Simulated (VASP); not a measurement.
# H3CCl in VASP: a series of runs, part 2 of 2

VASP 6.6.1. Earlier steps stand in the parts before.

### 4 Single point, PBE+D3(BJ)

This run uses another cell than the first one, of 15.96 Å³/atom, 1.085 times its volume.

INCAR

```
SYSTEM = H3CCl
  PREC = Accurate
  ENCUT = 520
  EDIFF = 1E-7
  ISMEAR = -1
  SIGMA = 0.02
  LREAL = Auto
  LASPH = .True.
  NELM = 100
  ALGO = Normal
  ISIF = 2
  LWAVE = .False.
  LCHARG = .False.
  GGA = PE
  IVDW = 12
  NBANDS = 82
```

KPOINTS

```
Automatic mesh
0
Gamma
  1 1 1
  0 0 0
```

POSCAR

```
H3CCl
1.0
    8.9706670000      0.2248640000      0.0723090000
    0.2248640000      8.0545710000     -0.1207700000
    0.0723090000     -0.1207700000      8.8464110000
C Cl H
8 8 24
Direct
    0.3859618805      0.9030615320      0.1230616827
    0.6406154401      0.4375570785      0.4586064910
   -0.0004204499      0.8999610935      0.6583255858
    0.8657314220      0.9277942245      0.1933947603
   -0.0422942261      0.3983127702      1.0170409770
    0.5500461245      0.8699292206      0.7302495969
    0.0874147967      0.2595769233      0.3977577154
    0.3930773322      0.3708734637      0.0738228598
    0.3944351411      0.8298479005      0.3077179571
    0.4578124160      0.3741071407      0.5019297613
    0.0663726099      0.9911892930      0.8299192287
    0.9924018986      0.7746077059      0.2698370880
   -0.2284541109      0.4870962686      0.9992578804
    0.5726053456      1.0934205387      0.7699899856
    0.0883860139      0.3688706482      0.5818469664
    0.3419518034      0.5127874804     -0.0738940175
    0.2893617616      0.9862152242      0.1101895167
    0.4836689103      0.9736283293      0.1152457735
    0.3781165537      0.8012789069      0.0396012828
    0.6465390127      0.5607950284      0.5021671078
    0.7169985361      0.3498271947      0.5211156460
    0.6685633038      0.4350104318      0.3391424009
    0.0952854469      0.8487294945      0.5860581275
   -0.0844281617      0.8046045567      0.6894069254
   -0.0516791135      1.0167101023      0.5957020247
    0.9275816039      0.9969586552      0.1188538718
    0.7861753783      0.8603303951      0.1289624172
    0.8089914765      1.0007821346      0.2830489216
   -0.0469421383      0.3096137330      1.1033385618
   -0.0174083843      0.3366635573      0.9039165873
    0.0357217085      0.4877508655      1.0396332107
    0.4349990956      0.8568867313      0.7673317305
    0.5737564784      0.8357003582      0.6030060976
    0.6186846857      0.8014299236      0.8072711319
    0.1235509597      0.3413992185      0.3055925095
    0.1645577812      0.1517923846      0.3993182046
   -0.0277228408      0.2222340097      0.3888858219
    0.3245097683      0.2622820217      0.0698826703
    0.5091996181      0.3315890069      0.0480902695
    0.3809828779      0.4389895965      0.1883100709
```

Potentials or basis: VASP PAW PBE potentials, release 64 (C, Cl, H).

Command:

```bash
cat potpaw_PBE.64/C/POTCAR potpaw_PBE.64/Cl/POTCAR potpaw_PBE.64/H/POTCAR > POTCAR
mpirun -np 1 vasp_gam > vasp.out
```

OUTCAR:

```text
SYSTEM = H3CCl
   PREC = Accurate
   ENCUT = 520
   EDIFF = 1E-7
   ISMEAR = -1
   LREAL = Auto
   LASPH = .True.
   NELM = 100
   ISIF = 2
   GGA = PE
   IVDW = 12
 IVDW          = 12

 ion  position               nearest neighbor table
   1  0.386  0.903  0.123-  18 1.07  17 1.08  19 1.09   9 1.75
   2  0.641  0.438  0.459-  20 1.06  22 1.08  21 1.12  10 1.78
   3  1.000  0.900  0.658-  23 1.12  24 1.14  25 1.18  11 1.79
   4  0.866  0.928  0.193-  26 1.05  28 1.08  27 1.08  12 1.79
[... 366 lines left out ...]
  Total       0.51516    -1.94656    -5.08002     1.36357    -1.26483     1.74345
  in kB       1.29254    -4.88392   -12.74577     3.42120    -3.17346     4.37432
  external pressure =       -5.45 kB  Pullay stress =        0.00 kB

 VOLUME and BASIS-vectors are now :
 -----------------------------------------------------------------------------
  energy-cutoff  :      520.00
  volume of cell :      638.57
      direct lattice vectors                 reciprocal lattice vectors
     8.970667000  0.224864000  0.072309000     0.111560554 -0.003128812 -0.000954590
     0.224864000  8.054571000 -0.120770000    -0.003128812  0.124266274  0.001722041
     0.072309000 -0.120770000  8.846411000    -0.000954590  0.001722041  0.113071504

 POSITION                                       TOTAL-FORCE (eV/Angst)
 -----------------------------------------------------------------------------------
      3.67430      7.34570      1.00750        -0.053411      0.037154     -0.166933
      5.87830      3.61300      4.05050         0.452297     -1.550264      0.732874
      9.21687      7.39406      5.78741        -0.919687      1.239258     -1.004217
      7.98880      7.64430      1.66140        -0.435763     -1.320232      0.593372
      8.68206      3.42153      0.17190        -1.097838     -1.026269     -2.121355
      5.18270      7.04240      6.39480        -0.331932      0.956186     -1.311942
[... 32 lines left out ...]
      4.64590      2.77950      0.42220         0.073700     -0.072163      0.199018
      3.53000      3.59880      1.64040         0.106179     -0.553722     -1.125791
 -----------------------------------------------------------------------------------
    total drift:                                0.013969     -0.008807     -0.025204

  FREE ENERGIE OF THE ION-ELECTRON SYSTEM (eV)
  ---------------------------------------------------
  free  energy   TOTEN  =      -180.9399231783 eV

  energy  without entropy=     -180.9399231783  energy(sigma->0) =     -180.93992318
```

OSZICAR:

```text
N       E                     dE             d eps       ncg     rms          rms(c)
DAV:   1     0.885720212386E+03    0.88572E+03   -0.51568E+04   164   0.119E+03
DAV:   2    -0.684438439845E+02   -0.95416E+03   -0.91046E+03   214   0.246E+02
DAV:   3    -0.191236139302E+03   -0.12279E+03   -0.12173E+03   216   0.942E+01
DAV:   4    -0.194901114772E+03   -0.36650E+01   -0.36391E+01   208   0.194E+01
DAV:   5    -0.195010303602E+03   -0.10919E+00   -0.10902E+00   208   0.338E+00    0.330E+01
DAV:   6    -0.180994748276E+03    0.14016E+02   -0.20599E+01   200   0.157E+01    0.146E+01
DAV:   7    -0.179362531917E+03    0.16322E+01   -0.91684E+00   200   0.874E+00    0.777E+00
DAV:   8    -0.178981459722E+03    0.38107E+00   -0.63258E-01   200   0.252E+00    0.344E+00
DAV:   9    -0.178977126223E+03    0.43335E-02   -0.10678E-01   192   0.114E+00    0.640E-01
DAV:  10    -0.178981750887E+03   -0.46247E-02   -0.16238E-02   184   0.462E-01    0.273E-01
DAV:  11    -0.178983578294E+03   -0.18274E-02   -0.29267E-03   208   0.207E-01    0.146E-01
DAV:  12    -0.178983731976E+03   -0.15368E-03   -0.10769E-03   184   0.123E-01    0.489E-02
DAV:  13    -0.178983701858E+03    0.30118E-04   -0.20573E-04   216   0.640E-02    0.229E-02
DAV:  14    -0.178983690345E+03    0.11513E-04   -0.64620E-05   200   0.313E-02    0.240E-02
DAV:  15    -0.178983681010E+03    0.93351E-05   -0.63740E-06   200   0.150E-02    0.833E-03
DAV:  16    -0.178983676817E+03    0.41927E-05   -0.56873E-06   216   0.151E-02    0.482E-03
DAV:  17    -0.178983677176E+03   -0.35889E-06   -0.66288E-06   200   0.927E-03    0.421E-03
DAV:  18    -0.178983677159E+03    0.17036E-07   -0.50562E-07   200   0.287E-03
   1 F= -.18093992E+03 E0= -.18093992E+03  d E =-.767980E-12
```

Wall time 69 s (1 thread of AMD EPYC 9R14 (Zen 4), shared host); peak memory 0.55 GiB.

Results:

```yaml
Free_energy: -180.9399 eV
Pressure: -0.5 GPa
Largest_force: 2.600 eV/Å
Band_gap_on_the_k_mesh: 5.24 eV
Dispersion_energy_per_atom: -0.049 eV
```

Forces in eV/Å, atoms in the order of the input:
```
C   -0.053  0.037 -0.167
C    0.452 -1.550  0.733
C   -0.920  1.239 -1.004
C   -0.436 -1.320  0.593
C   -1.098 -1.026 -2.121
C   -0.332  0.956 -1.312
C   -0.075  0.749  0.233
C   -0.001  0.777  0.771
Cl  -0.211 -0.526  0.716
Cl  -0.195  0.137 -0.400
Cl   0.220 -0.297  0.059
Cl   0.011  0.071  0.145
Cl   0.008  0.359  0.147
Cl   0.234 -0.917 -0.261
Cl   0.104 -0.195 -0.730
Cl  -0.064 -0.378  0.323
H   -0.627  0.359  0.134
H    0.636  0.290 -0.704
H    0.321 -0.098  0.096
H    0.227  1.111  0.492
H   -0.230  0.619 -0.442
H   -0.201 -0.195 -0.499
H   -0.538 -0.016  0.612
H    0.921  0.988 -0.553
H    0.380 -2.018  0.951
H    0.843  1.128 -0.962
H   -0.440 -0.229 -0.241
H   -0.107  0.299  0.443
H    0.058 -0.785  0.739
H    0.104  0.137  0.755
H    0.899  1.404  0.380
H   -0.265 -0.270 -0.476
H   -0.366  0.531  1.889
H    0.774 -0.408  0.231
H   -0.432 -0.211  0.686
H    0.247 -0.344  0.206
H    0.104  0.053 -0.378
H   -0.133  0.163 -0.155
H    0.074 -0.072  0.199
H    0.106 -0.554 -1.126
```

Caveat: the k points lie up to 0.78 Å⁻¹ apart.

### 5 Overview

| cell | gap on the mesh (eV) | pressure (GPa) | largest force (eV/Å) |
| --- | --- | --- | --- |
| a = 8.382 Å, 40 atoms | 5.50 | -0.3 | 1.86 |
| a = 8.553, b = 8.250, c = 8.563 Å, angles 91.0, 89.3, 89.7°, 40 atoms | 5.24 | 0.1 | 2.82 |
| a = 8.974, b = 8.059, c = 8.848 Å, angles 91.6, 89.1, 87.0°, 40 atoms | 5.24 | -0.5 | 2.60 |

Alike in all rows: task single point; level PBE+D3(BJ); potentials or basis VASP PAW PBE potentials, release 64 (C, Cl, H); no spin polarisation; k mesh 1 × 1 × 1; cutoff (eV) 520; smearing fermi-dirac 0.02 eV.

Caveats: all runs use coarse meshes.

Total energies depend on the potentials used, so only differences within one code and one set of settings carry meaning.
